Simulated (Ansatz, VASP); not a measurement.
# K in VASP and in Ansatz

```
K
1.0
    -2.64093    2.64093    2.64093
     2.64093   -2.64093    2.64093
     2.64093    2.64093   -2.64093
K
1
Direct
  0.00000 0.00000 0.00000
```

Alike in both runs: task relaxation of cell and atoms; functional PBE; dispersion D3(BJ); k mesh 12 × 12 × 12; occupations gaussian, width 0.1 eV; no spin polarisation.

```csv
,VASP,Ansatz
version,VASP 6.6.1,Ansatz 0.2.0
potentials or method,"VASP PAW PBE potentials, release 64 (K_sv), cutoff 600 eV","scalar-relativistic, plane waves, PAW"
valence electrons in the cell,9,9
```

|  | VASP | Ansatz | Ansatz less VASP |
| --- | --- | --- | --- |
| gap on the k mesh at the Fermi level, each at its own relaxed structure (eV) | none | none | - |
| relaxed volume (Å³/atom) | 68.93 | 68.41 | -0.520 |
| relaxed length of the cell vector where the two differ most in proportion (Å) | 4.474 | 4.463 | -0.0113 |

A gap of «none» marks a metal or a gap that the smearing closes.
